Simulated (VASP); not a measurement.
Write the native input for VASP 6.6.1 that does the following.

- Task: relaxation of cell and atoms
- Functional: PBE
- Potentials or basis: VASP PAW PBE potentials, release 64 (Ti_sv, Al)
- Cutoff: 600 eV
- k mesh: 14 × 14 × 14
- Occupations: gaussian, width 0.1 eV
- Spin: no spin polarisation
- Dipole correction: no
- Further INCAR settings: ALGO = Normal; EDIFF = 1e-07; IBRION = 2; EDIFFG = -0.005; NSW = 100; ISIF = 3

The structure of TiAl lies in POSCAR:

```
TiAl
1.0
    3.1790640000      0.0000000000      0.0000000000
    0.0000000000      3.1790640000      0.0000000000
    0.0000000000      0.0000000000      3.1790640000
Ti Al
1 1
Direct
    0.0000000000      0.0000000000      0.0000000000
    0.5000000000      0.5000000000      0.5000000000
```

One way to write it, as run:

INCAR

```
PREC = Accurate
ENCUT = 600
EDIFF = 1E-7
ISMEAR = 0
SIGMA = 0.1
LREAL = False
LASPH = True
NELM = 60
ALGO = Normal
ISIF = 3
LWAVE = False
LCHARG = False
GGA = PE
IBRION = 2
NSW = 100
EDIFFG = -0.005
```

KPOINTS

```
regular mesh
0
Gamma
  14 14 14
```

Potentials or basis: VASP PAW PBE potentials, release 64 (Ti_sv, Al).

Command:

```bash
$ cat potpaw_PBE.64/Ti_sv/POTCAR potpaw_PBE.64/Al/POTCAR > POTCAR
$ mpirun -np 1 vasp_std > vasp.out
```

Results of the run:

| Quantity | Value |
| --- | --- |
| Relaxed volume | 16.17 Å³/atom |
| Relaxed cell | a = 3.186 Å, b = 3.186 Å, c = 3.186 Å, α = 90.00°, β = 90.00°, γ = 90.00° |
| Space group after relaxing (to 0.1 Å) | Pm-3m (No. 221) |
| Energy gained by relaxing | 0.2 meV/atom |
| Ionic steps | 3 |
| Pressure after relaxing | 0.0 GPa |
| Band gap on the k mesh | zero (an odd number of electrons rules out a gap without spin polarisation) |

Wall time 3.1 min on 1 thread of Intel Xeon 8259CL, on a shared host, peak memory 0.21 GiB.
